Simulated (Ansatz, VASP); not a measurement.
One calculation of Ti, two programs

```
Ti
1.0
     4.65695    0.00000    0.00000
    -2.32848    4.03304    0.00000
     0.00000    0.00000    2.88167
Ti
3
Direct
  0.66667 0.33333 0.50000
  0.33333 0.66667 0.50000
  0.00000 0.00000 0.00000
```

Change from the starting cell: volume scaled by 1.06.

Alike in both runs: task single point; functional LDA; k mesh 7 × 7 × 9; occupations fermi-dirac, width 0.05 eV; no spin polarisation.

|  | VASP | Ansatz |
| --- | --- | --- |
| version | VASP 6.6.1 | Ansatz 0.2.0 |
| potentials or method | VASP PAW LDA potentials, release 64 (Ti_sv), cutoff 520 eV | all-electron LAPW, scalar-relativistic |

Ansatz gave:

```
gap on the k mesh at the Fermi level (eV)                     : none
pressure (GPa)                                                : -13.1
traceless stress, the component that is largest in VASP (GPa) : 0.13
```

Problem. What did VASP give for the same quantities?

Solution. gap on the k mesh at the Fermi level (eV): none; pressure (GPa): -13.1; traceless stress, the component that is largest in VASP (GPa): 0.12.

LDA's correlation is that of Perdew and Zunger in VASP and of Perdew and Wang (1992) in Ansatz. A gap of «none» marks a metal or a gap that the smearing closes. Ansatz ran all-electron here, and VASP with PAW potentials.
